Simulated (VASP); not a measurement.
# RuS2 (P-3m1) in VASP: single point with PBEsol

Aim: the single point of RuS2 with PBEsol.

All numbers are computed with VASP 6.6.1; they aren't measurements. Logs are shortened: lines on timing, memory, paths and dates and some standing lists are left out, and cuts for length are marked.

### 1 The cell of the first run

It takes space group P-3m1 (No. 164, trigonal). The conventional cell has a = 3.443 Å, b = 3.443 Å, c = 5.588 Å, α = 90.00°, β = 90.00°, γ = 120.00°. Within 3.2 Å of Ru (site symmetry -3m) lie 6 S at 2.42 Å. Within 3.2 Å of S (site symmetry 3m) lie 3 Ru at 2.42 Å.

### 2 Single point, PBEsol, collinear spin, ferromagnetic start

The input, INCAR:

```
PREC = Accurate ; ENCUT = 520
EDIFF = 1E-6 ; ISMEAR = 0
SIGMA = 0.1 ; LREAL = False
LASPH = True ; NELM = 150
ALGO = Normal ; ISIF = 2
LWAVE = False ; LCHARG = False
ISPIN = 2 ; MAGMOM = 1 0 0
LORBIT = 11 ; LMAXMIX = 4
GGA = PS ; NBANDS = 24
```

The input, KPOINTS:

```
Automatic mesh
0
Gamma
  6 6 4
```

The input, POSCAR:

```
RuS2
1.0
    3.4432428772      0.0000000000      0.0000000000
   -1.7216214386      2.9819358031      0.0000000000
    0.0000000000      0.0000000000      5.5879427517
Ru S
1 2
Direct
    0.0000000000      0.0000000000      0.0000000000
    0.6666666667      0.3333333333      0.7531560895
    0.3333333333      0.6666666667      0.2468439105
```

Potentials or basis: VASP PAW PBE potentials, release 64 (Ru_pv, S).

Launch:

```sh
> cat potpaw_PBE.64/Ru_pv/POTCAR potpaw_PBE.64/S/POTCAR > POTCAR
> mpirun -np 1 vasp_std > vasp.out
```

OUTCAR:

```text
PREC = Accurate
   ENCUT = 520
   EDIFF = 1E-6
   ISMEAR = 0
   LREAL = False
   LASPH = True
   NELM = 150
   ISIF = 2
   ISPIN = 2
   LORBIT = 11
   GGA = PS

 ion  position               nearest neighbor table
   1  0.000  0.000  0.000-   2 2.42   3 2.42   2 2.42   3 2.42   2 2.42   3 2.42
   2  0.667  0.333  0.753-   1 2.42   1 2.42   1 2.42
   3  0.333  0.667  0.247-   1 2.42   1 2.42   1 2.42

  LATTYP: Found a hexagonal cell.
 ALAT       =     3.4432428772
 C/A-ratio  =     1.6228720863

  Lattice vectors:

 A1 = (   3.4432428772,   0.0000000000,   0.0000000000)
 A2 = (  -1.7216214386,   2.9819358031,   0.0000000000)
 A3 = (   0.0000000000,   0.0000000000,   5.5879427517)

Analysis of symmetry for initial positions (statically):
=====================================================================
 Subroutine PRICEL returns:
 Original cell was already a primitive cell.

 Routine SETGRP: Setting up the symmetry group for a
 hexagonal supercell.

 Subroutine GETGRP returns: Found 12 space group operations
 (whereof 12 operations were pure point group operations)
 out of a pool of 24 trial point group operations.

The static configuration has the point symmetry D_3d.

Analysis of symmetry for dynamics (positions and initial velocities):
=====================================================================
 Subroutine PRICEL returns:
 Original cell was already a primitive cell.

 Routine SETGRP: Setting up the symmetry group for a
 hexagonal supercell.

 Subroutine GETGRP returns: Found 12 space group operations
 (whereof 12 operations were pure point group operations)
 out of a pool of 24 trial point group operations.

The dynamic configuration has the point symmetry D_3d.

Analysis of structural, dynamic, and magnetic symmetry:
=====================================================================
 Subroutine PRICEL returns:
 Original cell was already a primitive cell.

 Routine SETGRP: Setting up the symmetry group for a
 hexagonal supercell.

 Subroutine GETGRP returns: Found 12 space group operations
 (whereof 12 operations were pure point group operations)
 out of a pool of 24 trial point group operations.

The overall configuration has the point symmetry D_3d.

 Subroutine INISYM returns: Found 12 space group operations
 (whereof 12 operations are pure point group operations),
 and found     1 'primitive' translations

----------------------------------------------------------------------------------------

                                     Primitive cell

  volume of cell :      57.3744

  direct lattice vectors                    reciprocal lattice vectors
     3.443242877  0.000000000  0.000000000     0.290423893  0.167676313  0.000000000
    -1.721621439  2.981935803  0.000000000     0.000000000  0.335352625  0.000000000
     0.000000000  0.000000000  5.587942752     0.000000000  0.000000000  0.178956737

  length of vectors
     3.443242877  3.443242877  5.587942752     0.335352625  0.335352625  0.178956737

  position of ions in fractional coordinates (direct lattice)
     0.000000000  0.000000000  0.000000000
     0.666666667  0.333333333  0.753156090
     0.333333333  0.666666667  0.246843910

  ion indices of the primitive-cell ions
   primitive index   ion index
                 1           1
                 2           2
                 3           3

----------------------------------------------------------------------------------------

 KPOINTS: Automatic mesh

Automatic generation of k-mesh.
 Grid dimensions read from file:
 generate k-points for:    6    6    4

 Generating k-lattice:

  Cartesian coordinates                     Fractional coordinates (reciprocal lattice)
     0.048403982  0.027946052  0.000000000     0.166666667  0.000000000  0.000000000
     0.000000000  0.055892104  0.000000000     0.000000000  0.166666667  0.000000000
     0.000000000  0.000000000  0.044739184     0.000000000  0.000000000  0.250000000

  Length of vectors
     0.055892104  0.055892104  0.044739184

  Shift w.r.t. Gamma in fractional coordinates (k-lattice)
     0.000000000  0.000000000  0.000000000

 Subroutine IBZKPT returns following result:
 ===========================================

 Found     24 irreducible k-points:

 Following reciprocal coordinates:
            Coordinates               Weight
  0.000000  0.000000  0.000000      1.000000
  0.166667  0.000000  0.000000      6.000000
  0.333333  0.000000  0.000000      6.000000
  0.500000  0.000000  0.000000      3.000000
  0.166667  0.166667  0.000000      6.000000
  0.333333  0.166667  0.000000     12.000000
[... 16 lines left out ...]
  0.333333  0.166667  0.500000     12.000000
  0.333333  0.333333  0.500000      2.000000
   k-points           NKPTS =     24   k-points in BZ     NKDIM =     24   number of bands    NBANDS=     24
   number of dos      NEDOS =    301   number of ions     NIONS =      3
   total plane-waves  NPLWV =  32928
   dimension x,y,z NGX =    28 NGY =   28 NGZ =   42
   dimension x,y,z NGXF=    56 NGYF=   56 NGZF=   84
   ions per type =               1   2
   NGX,Y,Z   is equivalent  to a cutoff of  13.52, 13.52, 12.50 a.u.
   NGXF,Y,Z  is equivalent  to a cutoff of  27.04, 27.04, 24.99 a.u.
 SYSTEM =  unknown system
   PREC   = accura    normal or accurate (medium, high low for compatibility)
   ISTART =      0    job   : 0-new  1-cont  2-samecut
   ICHARG =      2    charge: 1-file 2-atom 10-const
   ISPIN  =      2    spin polarized calculation?
   LNONCOLLINEAR =      F non collinear calculations
   LSORBIT =      F    spin-orbit coupling
   LASPH  =      T    aspherical Exc in radial PAW
   ENCUT  =  520.0 eV  38.22 Ry    6.18 a.u.   6.40  6.40 10.39*2*pi/ulx,y,z
   NELM   =    150;   NELMIN=  2; NELMDL= -5     # of ELM steps
   EDIFF  = 0.1E-05   stopping-criterion for ELM
   LREAL  =      F    real-space projection
   EDIFFG = 0.1E-04   stopping-criterion for IOM
   NSW    =      0    number of steps for IOM
   IBRION =     -1    ionic relax: 0-MD 1-quasi-New 2-CG
   NFREE  =      0    steps in history (QN), initial steepest desc. (CG)
   ISIF   =      2    stress and relaxation
   ISYM   =      2    0-nonsym 1-usesym 2-fastsym
   POTIM  = 0.5000    time-step for ionic-motion
   TEBEG  =    0.0;   TEEND  =   0.0 temperature during run
   PSTRESS=    0.0 pullay stress
   NELECT =      26.0000    total number of electrons
   NUPDOWN=      -1.0000    fix difference up-down
   EMIN   =  10.00;   EMAX   =-10.00  energy-range for DOS
   EFERMI =   0.00;   METHOD = LEGACY
   ISMEAR =     0;   SIGMA  =   0.10  broadening in eV -4-tet -1-fermi 0-gaus
   EFERMI_NEDOS =   21; number of points for ismear=-14 and -15
   IALGO  =     38    algorithm
   IMIX   =      4    mixing-type and parameters
     AMIX     =   0.40;   BMIX     =  1.00
     AMIX_MAG =   1.60;   BMIX_MAG =  1.00
  volume/ion in A,a.u.               =      19.12       129.06
  Fermi-wavevector in a.u.,A,eV,Ry     =   1.257457  2.376250 21.513523  1.581199
  Thomas-Fermi vector in A             =   2.391115
   LORBIT       =     11    0 simple, 1 ext, 2 COOP (PROOUT), +10 PAW based schemes
   GGA     = PS    functional components
   LHFCALC =     F    Hartree Fock is set to
   AEXX    =    0.0000 exact exchange contribution
   IVDW    =     0    specifies the selected vdW correction
   LEPSILON=     F    determine dielectric tensor
   LRPA    =     F    only Hartree local field effects (RPA)
 spin polarized calculation
 Gauss-broadening in eV      SIGMA  =   0.10
  energy-cutoff  :      520.00
  volume of cell :       57.37
 maximum number of plane-waves:      1570
 NGX is ok and might be reduce to    28
   NGX = 13   NGY = 13   NGZ = 21

 number of electron      25.9999996 magnetization       0.9675533

 Free energy of the ion-electron system (eV)
  ---------------------------------------------------
  ext. energy  EPLUGINS =         0.00000000
  ---------------------------------------------------
  free energy    TOTEN  =       -19.44422317 eV

  energy without entropy =      -19.42966585  energy(sigma->0) =      -19.43694451

 E-fermi :   5.6915     XC(G=0): -10.6193

 val. band max:        5.6810168202   @ k =   0.3333   0.0000   0.0000
 cond. band min:       5.7173362668   @ k =   0.3333   0.3333   0.5000
 fundamental gap:      0.0363194466
 Fermi energy:         5.6914775410

 spin component 1

 k-point     1 :       0.0000    0.0000    0.0000
  band No.  band energies     occupation
      1     -37.3231      1.00000
      2     -37.2954      1.00000
      3     -37.2954      1.00000
      4      -8.5174      1.00000
      5      -6.6451      1.00000
      6      -0.3632      1.00000
[... 16 lines left out ...]
     23      18.6828      0.00000
     24      18.6828      0.00000

 k-point     2 :       0.1667    0.0000    0.0000
  band No.  band energies     occupation
      1     -37.3205      1.00000
      2     -37.3121      1.00000
      3     -37.2995      1.00000
      4      -8.1974      1.00000
      5      -6.6477      1.00000
      6       0.0417      1.00000
[... 16 lines left out ...]
     23      16.8563      0.00000
     24      17.6655      0.00000

 k-point     3 :       0.3333    0.0000    0.0000
  band No.  band energies     occupation
      1     -37.3454      1.00000
      2     -37.3152      1.00000
      3     -37.3076      1.00000
      4      -7.4302      1.00000
      5      -6.6668      1.00000
      6       0.4788      1.00000
[... 16 lines left out ...]
     23      16.5425      0.00000
     24      17.1380      0.00000
[... 514 lines left out ...]
 k-point    23 :       0.3333    0.1667    0.5000
  band No.  band energies     occupation
      1     -37.3534      1.00000
      2     -37.3202      1.00000
      3     -37.3126      1.00000
      4      -6.9390      1.00000
      5      -6.6788      1.00000
      6       0.0324      1.00000
[... 16 lines left out ...]
     23      16.5501      0.00000
     24      18.0165      0.00000

 k-point    24 :       0.3333    0.3333    0.5000
  band No.  band energies     occupation
      1     -37.3419      1.00000
      2     -37.3419      1.00000
      3     -37.3113      1.00000
      4      -6.6847      1.00000
      5      -6.6847      1.00000
      6       0.5454      1.00000
[... 16 lines left out ...]
     23      16.6219      0.00000
     24      17.0516      0.00000
 Fermi energy:         5.6914775410

 spin component 2

 k-point     1 :       0.0000    0.0000    0.0000
  band No.  band energies     occupation
      1     -36.8788      1.00000
      2     -36.7682      1.00000
      3     -36.7682      1.00000
      4      -8.3876      1.00000
      5      -6.5115      1.00000
      6      -0.1884      1.00000
[... 16 lines left out ...]
     23      18.8623      0.00000
     24      18.8623      0.00000

 k-point     2 :       0.1667    0.0000    0.0000
  band No.  band energies     occupation
      1     -36.8761      1.00000
      2     -36.7853      1.00000
      3     -36.7724      1.00000
      4      -8.0674      1.00000
      5      -6.5112      1.00000
      6       0.2168      1.00000
[... 16 lines left out ...]
     23      17.0132      0.00000
     24      17.8109      0.00000

 k-point     3 :       0.3333    0.0000    0.0000
  band No.  band energies     occupation
      1     -36.8707      1.00000
      2     -36.8193      1.00000
      3     -36.7807      1.00000
      4      -7.2980      1.00000
      5      -6.5264      1.00000
      6       0.7051      1.00000
[... 16 lines left out ...]
     23      16.8130      0.00000
     24      17.2690      0.00000
[... 514 lines left out ...]
 k-point    23 :       0.3333    0.1667    0.5000
  band No.  band energies     occupation
      1     -36.8680      1.00000
      2     -36.8275      1.00000
      3     -36.7935      1.00000
      4      -6.7978      1.00000
      5      -6.5442      1.00000
      6       0.2285      1.00000
[... 16 lines left out ...]
     23      16.8079      0.00000
     24      18.1576      0.00000

 k-point    24 :       0.3333    0.3333    0.5000
  band No.  band energies     occupation
      1     -36.8666      1.00000
      2     -36.8158      1.00000
      3     -36.8158      1.00000
      4      -6.5454      1.00000
      5      -6.5454      1.00000
      6       0.7383      1.00000
[... 16 lines left out ...]
     23      16.8028      0.00000
     24      17.1945      0.00000

------------------------ aborting loop because EDIFF is reached ----------------------------------------

  FORCE on cell =-STRESS in cart. coord.  units (eV):
  Direction    XX          YY          ZZ          XY          YZ          ZX
  --------------------------------------------------------------------------------------
  -------------------------------------------------------------------------------------
  Total       -3.5632427     -3.5632427     -4.0016342      0.0000000      0.0000000      0.0000000
  in kB      -99.5034377    -99.5034377   -111.7455070      0.0000000      0.0000000      0.0000000
  external PRESSURE =    -103.5841275 kB  Pullay stress =       0.0000000 kB

 VOLUME and BASIS-vectors are now :
 -----------------------------------------------------------------------------
  energy-cutoff  :      520.00
  volume of cell :       57.37
      direct lattice vectors                 reciprocal lattice vectors
     3.443242877  0.000000000  0.000000000     0.290423893  0.167676313  0.000000000
    -1.721621439  2.981935803  0.000000000     0.000000000  0.335352625  0.000000000
     0.000000000  0.000000000  5.587942752     0.000000000  0.000000000  0.178956737

 POSITION                                       TOTAL-FORCE (eV/Angst)
 -----------------------------------------------------------------------------------
      0.00000      0.00000      0.00000         0.000000      0.000000      0.000000
      1.72162      0.99398      4.20859         0.000000      0.000000      1.002561
     -0.00000      1.98796      1.37935        -0.000000     -0.000000     -1.002561
 -----------------------------------------------------------------------------------
    total drift:                               -0.000000      0.000000      0.000000

  FREE ENERGIE OF THE ION-ELECTRON SYSTEM (eV)
  ---------------------------------------------------
  free  energy   TOTEN  =       -19.4442231723 eV

  energy  without entropy=      -19.4296658487  energy(sigma->0) =      -19.43694451

 total charge

# of ion       s       p       d       tot
------------------------------------------
    1        0.322   6.255   5.915  12.492
    2        1.358   2.236   0.000   3.594
    3        1.358   2.236   0.000   3.594
--------------------------------------------------
tot          3.038  10.727   5.915  19.680

 magnetization (x)

# of ion       s       p       d       tot
------------------------------------------
    1        0.010   0.014   0.653   0.677
    2        0.003   0.081   0.000   0.084
    3        0.003   0.081   0.000   0.084
--------------------------------------------------
tot          0.017   0.176   0.653   0.845
```

It took 46 s on 1 thread of Intel Xeon Platinum 8559C (Emerald Rapids), shared host; peak memory 0.23 GiB.

Results:

* Free energy: -19.4442 eV
* Pressure: -10.4 GPa
* Largest force: 1.003 eV/Å
* Net moment: 0.97 μB per cell
* Site moments: Ru +0.68; S +0.08 μB
* Valence electrons inside the program's atomic spheres: Ru 12.49; S 3.59

Forces in eV/Å, atoms in the order of the input:
```
Ru   0.000  0.000  0.000
S    0.000  0.000  1.003
S    0.000  0.000 -1.003
```

Levels at points of the mesh, in eV from the Fermi level:
Spin up:
```csv
k point,band 11,band 12,band 13,band 14,band 15,band 16,band 17,band 18
"(0.00, 0.00, 0.00)",-0.94,-0.40,-0.40,-0.22,2.63,2.63,5.67,6.25
"(0.50, 0.00, 0.00)",-2.07,-1.58,-0.95,-0.33,2.56,2.97,6.56,6.69
"(0.00, 0.00, 0.50)",-1.93,-0.58,-0.58,-0.09,2.99,2.99,6.23,7.86
"(0.50, 0.00, 0.50)",-1.72,-1.48,-0.96,-0.41,2.37,3.24,5.48,6.07
```
Spin down:
| k point | band 10 | band 11 | band 12 | band 13 | band 14 | band 15 |
| --- | --- | --- | --- | --- | --- | --- |
| (0.00, 0.00, 0.00) | -1.42 | -0.55 | -0.24 | -0.24 | -0.14 | 2.87 |
| (0.50, 0.00, 0.00) | -2.83 | -1.92 | -1.23 | -0.35 | 0.20 | 2.81 |
| (0.00, 0.00, 0.50) | -1.43 | -1.43 | -0.43 | -0.43 | 0.24 | 3.24 |
| (0.50, 0.00, 0.50) | -1.57 | -1.56 | -1.37 | -0.36 | 0.13 | 2.61 |

Caveat: the PAW data sets were made with another functional, which shifts forces and pressure a little.
